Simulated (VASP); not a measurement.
# Si (P6/mmm) in VASP: further runs, part 2 of 2

VASP 6.6.1. Earlier steps stand in the parts before.

## Step 3: Single point, LDA (strain +0.025 along x and y, +0.050 along z)

INCAR reads:

```
SYSTEM = Si
ALGO = Normal
EDIFF = 1E-7
ENCUT = 520
ISIF = 2
ISMEAR = 0
LASPH = .True.
LCHARG = .False.
LREAL = .False.
LWAVE = .False.
NBANDS = 8
NELM = 60
PREC = Accurate
SIGMA = 0.15
```

KPOINTS reads:

```
k-points
0
Gamma
  24 24 20
  0 0 0
```

POSCAR reads:

```
Si
1.0
    2.6860563853      0.0000000000      0.0000000000
   -1.3430281927      2.3261930656      0.0000000000
    0.0000000000      0.0000000000      2.5896721095
Si
1
Direct
    0.0000000000      0.0000000000      0.0000000000
```

Potentials or basis: VASP PAW LDA potentials, release 64 (Si).

Run with:

```console
$ cat potpaw_LDA.64/Si/POTCAR > POTCAR
$ mpirun -np 1 vasp_std > vasp.out
```

Run time: 64 s. Hardware: 1 thread of Intel Xeon 8259CL, shared host; peak memory 0.18 GiB.

The run converged. Its results:

* Free energy: -5.6804 eV
* Pressure: -9.6 GPa
* Band gap on the k mesh: zero (bands 2 and 3 overlap by 10.74 eV)

Stress tensor (GPa, compression positive):
```
 -7.49   0.00   0.00
  0.00  -7.49   0.00
  0.00   0.00 -13.68
```

Levels at points of the mesh, in eV from the Fermi level:
| k point | band 1 | band 2 | band 3 | band 4 | band 5 | band 6 |
| --- | --- | --- | --- | --- | --- | --- |
| (0.00, 0.00, 0.00) | -13.26 | 6.60 | 7.22 | 9.63 | 9.63 | 12.11 |
| (0.50, 0.00, 0.00) | -7.22 | -6.16 | 4.93 | 6.64 | 10.94 | 13.98 |
| (0.00, 0.00, 0.50) | -9.14 | -6.55 | 12.45 | 12.45 | 14.40 | 14.40 |
| (0.50, 0.00, 0.50) | -2.91 | -2.43 | -1.78 | 1.88 | 7.88 | 11.44 |

Caveat: the cell differs from its parent crystal (strain +0.025 along x and y, +0.050 along z); the cell stands under tension.

## Step 4: Single point, LDA (strain +0.050 along x and y, +0.025 along z)

INCAR reads:

```
SYSTEM = Si
ALGO = Normal
EDIFF = 1E-6
ENCUT = 520
GGA = CA
ISIF = 2
ISMEAR = 0
LASPH = .TRUE.
LCHARG = .TRUE.
LELF = .TRUE.
LREAL = .FALSE.
LVHAR = .TRUE.
LWAVE = .FALSE.
NBANDS = 8
NELM = 80
PREC = Accurate
SIGMA = 0.15
```

KPOINTS reads:

```
k-points
0
G
  24 24 20
  0 0 0
```

POSCAR reads:

```
Si
1.0
    2.7515699556      0.0000000000      0.0000000000
   -1.3757849778      2.3829294819      0.0000000000
    0.0000000000      0.0000000000      2.5280132497
Si
1
Direct
    0.0000000000      0.0000000000      0.0000000000
```

Run with:

```console
$ cat potpaw_LDA.64/Si/POTCAR > POTCAR
$ mpirun -np 1 vasp_std > vasp.out
```

It took 68 s on 1 thread of Intel Xeon 8259CL, shared host; peak memory 0.17 GiB.

It converged, with:

- Free energy: -5.6606 eV
- Pressure: -10.8 GPa
- Band gap on the k mesh: zero (bands 2 and 3 overlap by 11.67 eV)

Stress tensor (GPa, compression positive):
```
-11.61   0.00   0.00
  0.00 -11.61   0.00
  0.00   0.00  -9.24
```

Levels at points of the mesh, in eV from the Fermi level:
```
           k point  band 1  band 2  band 3  band 4  band 5  band 6  band 7
(0.00, 0.00, 0.00)  -13.06    7.63    7.77    8.56    8.56   11.55   11.55
(0.50, 0.00, 0.00)   -7.52   -6.06    4.27    6.25   11.67   15.00   15.56
(0.00, 0.00, 0.50)   -8.48   -6.38   11.74   11.74   14.22   14.22   15.22
(0.50, 0.00, 0.50)   -2.42   -2.24   -2.08    1.96    7.59   11.30   11.66
```

Caveat: the cell differs from its parent crystal (strain +0.050 along x and y, +0.025 along z); the cell stands under tension.

## Step 5: Single point, LDA (strain +0.050 along x and y, +0.050 along z)

INCAR reads:

```
SYSTEM = Si
ALGO = Normal ; EDIFF = 1E-6
ENCUT = 520 ; GGA = CA
ISIF = 2 ; ISMEAR = 0
LASPH = .True. ; LCHARG = .True.
LELF = .True. ; LREAL = .False.
LVHAR = .True. ; LWAVE = .False.
NBANDS = 8 ; NELM = 60
PREC = Accurate ; SIGMA = 0.15
```

KPOINTS reads:

```
k-points
0
Gamma
  24 24 20
  0 0 0
```

POSCAR, as its differences from that of step 4:

```diff
@@ -4,3 +4,3 @@
    -1.3757849778      2.3829294819      0.0000000000
-    0.0000000000      0.0000000000      2.5280132497
+    0.0000000000      0.0000000000      2.5896721095
 Si
```

Potentials or basis: VASP PAW LDA potentials, release 64 (Si).

Run with:

```console
$ cat potpaw_LDA.64/Si/POTCAR > POTCAR
$ mpirun -np 1 vasp_std > vasp.out
```

OUTCAR:

```text
SYSTEM = Si
   EDIFF = 1E-6
   ENCUT = 520
   GGA = CA
   ISIF = 2
   ISMEAR = 0
   LASPH = .True.
   LREAL = .False.
   NELM = 60
   PREC = Accurate

 ion  position               nearest neighbor table
   1  0.000  0.000  0.000-

  LATTYP: Found a hexagonal cell.
 ALAT       =     2.7515699556
 C/A-ratio  =     0.9411616464

  Lattice vectors:

 A1 = (   2.7515699556,   0.0000000000,   0.0000000000)
 A2 = (  -1.3757849778,   2.3829294819,   0.0000000000)
 A3 = (   0.0000000000,   0.0000000000,   2.5896721095)

Analysis of symmetry for initial positions (statically):
=====================================================================
 Subroutine PRICEL returns:
 Original cell was already a primitive cell.

 Routine SETGRP: Setting up the symmetry group for a
 hexagonal supercell.

 Subroutine GETGRP returns: Found 24 space group operations
 (whereof 24 operations were pure point group operations)
 out of a pool of 24 trial point group operations.

The static configuration has the point symmetry D_6h.
[... 158 lines left out ...]

 E-fermi :   7.8519     XC(G=0): -10.5720

 val. band max:        7.8474559266   @ k =   0.2917   0.0000   0.2500
 cond. band min:       7.8521204407   @ k =   0.5000  -0.0000   0.4000
 fundamental gap:      0.0046645142
 Fermi energy:         7.8518623956

 k-point     1 :       0.0000    0.0000    0.0000
  band No.  band energies     occupation
      1      -5.0082      2.00000
      2      14.8095      0.00000
      3      15.2817      0.00000
      4      16.6062      0.00000
      5      16.6062      0.00000
      6      19.5533      0.00000
      7      19.5533      0.00000
      8      24.7029      0.00000
[... 243 lines left out ...]
 k-point    24 :       0.4583    0.0417    0.0000
  band No.  band energies     occupation
      1       0.4387      2.00000
      2       2.1687      2.00000
      3      11.6039      0.00000
      4      15.0242      0.00000
      5      18.6963      0.00000
      6      22.2344      0.00000
      7      22.9689      0.00000
      8      25.6029      0.00000

 [... further k-points ...]

------------------------ aborting loop because EDIFF is reached ----------------------------------------

  FORCE on cell =-STRESS in cart. coord.  units (eV):
  Direction    XX          YY          ZZ          XY          YZ          ZX
  --------------------------------------------------------------------------------------
  -------------------------------------------------------------------------------------
  Total       -1.2434483     -1.2434483     -1.4363239      0.0000000      0.0000000      0.0000000
  in kB     -117.3280343   -117.3280343   -135.5271923      0.0000000      0.0000000      0.0000000
  external PRESSURE =    -123.3944203 kB  Pullay stress =       0.0000000 kB

 VOLUME and BASIS-vectors are now :
 -----------------------------------------------------------------------------
  energy-cutoff  :      520.00
  volume of cell :       16.98
      direct lattice vectors                 reciprocal lattice vectors
     2.751569956  0.000000000  0.000000000     0.363428885  0.209825764  0.000000000
    -1.375784978  2.382929482  0.000000000     0.000000000  0.419651529  0.000000000
     0.000000000  0.000000000  2.589672109     0.000000000  0.000000000  0.386149272

 POSITION                                       TOTAL-FORCE (eV/Angst)
 -----------------------------------------------------------------------------------
      0.00000      0.00000      0.00000         0.000000      0.000000      0.000000
 -----------------------------------------------------------------------------------
    total drift:                                0.000000      0.000000      0.000000

  FREE ENERGIE OF THE ION-ELECTRON SYSTEM (eV)
  ---------------------------------------------------
  free  energy   TOTEN  =        -5.6320017492 eV

  energy  without entropy=       -5.6276044416  energy(sigma->0) =       -5.62980310
```

Run time: 54 s. Hardware: 1 thread of Intel Xeon 8259CL, shared host; peak memory 0.17 GiB.

What came out:

```yaml
Free_energy: -5.6320 eV
Pressure: -12.3 GPa
Band_gap_on_the_k_mesh: zero (bands 2 and 3 overlap by 10.86 eV)
```

Caveat: the cell differs from its parent crystal (strain +0.050 along x and y, +0.050 along z); the cell stands under tension.

## Step 6: The runs side by side

| cell | gap on the mesh (eV) | pressure (GPa) |
| --- | --- | --- |
| a = 2.752, b = 2.752, c = 2.466 Å, angles 90.0, 90.0, 120.0°, 1 atom | none | -8.9 |
| a = 2.686, b = 2.686, c = 2.590 Å, angles 90.0, 90.0, 120.0°, 1 atom | none | -9.6 |
| a = 2.752, b = 2.752, c = 2.528 Å, angles 90.0, 90.0, 120.0°, 1 atom | none | -10.8 |
| a = 2.752, b = 2.752, c = 2.590 Å, angles 90.0, 90.0, 120.0°, 1 atom | none | -12.3 |

Alike in all rows: task single point; level LDA; potentials or basis VASP PAW LDA potentials, release 64 (Si); no spin polarisation; k mesh 24 × 24 × 20; cutoff (eV) 520; smearing gaussian 0.15 eV.

Caveats: the cell stands under tension.

Total energies depend on the potentials used, so only differences within one code and one set of settings carry meaning.
